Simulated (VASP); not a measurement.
HfO2:

```xyz
3
Lattice="0.0000 2.5575 2.5575 2.5575 0.0000 2.5575 2.5575 2.5575 0.0000" Properties=species:S:1:pos:R:3 pbc="T T T"
Hf    0.0000    0.0000    0.0000
O     3.8363    3.8363    3.8363
O     1.2788    1.2788    1.2788
```

* Program: VASP 6.6.1
* Task: relaxation of cell and atoms
* Functional: PBE
* Potentials or basis: VASP PAW PBE potentials, release 64 (Hf_pv, O)
* Cutoff: 600 eV
* k mesh: 9 × 9 × 9
* Occupations: fermi-dirac, width 0.05 eV
* Spin: no spin polarisation

At the start: pressure -6.2 GPa; volume 11.15 Å³/atom.

**Question.** How do energy, volume and symmetry change on relaxing?

**Answer.** Over 3 steps the energy falls by 5.7 meV/atom and the volume is 10.87 Å³/atom (-2.6 %); space group Fm-3m (No. 225, to 0.1 Å) before and after.

Step by step:
| step | energy change (eV) | largest force (eV/Å) | pressure (GPa) | volume (Å³) |
| --- | --- | --- | --- | --- |
| 1 | 0.0000 | 0.0000 | -6.23 | 33.46 |
| 2 | 0.0193 | 0.0000 | 10.18 | 31.40 |
| 3 | -0.0172 | 0.0000 | -0.03 | 32.60 |

Final structure:
```
Hf O
1.0
     0.00000    2.53546    2.53546
     2.53546    0.00000    2.53546
     2.53546    2.53546    0.00000
Hf O
1 2
Direct
  0.00000 0.00000 0.00000
  0.75000 0.75000 0.75000
  0.25000 0.25000 0.25000
```
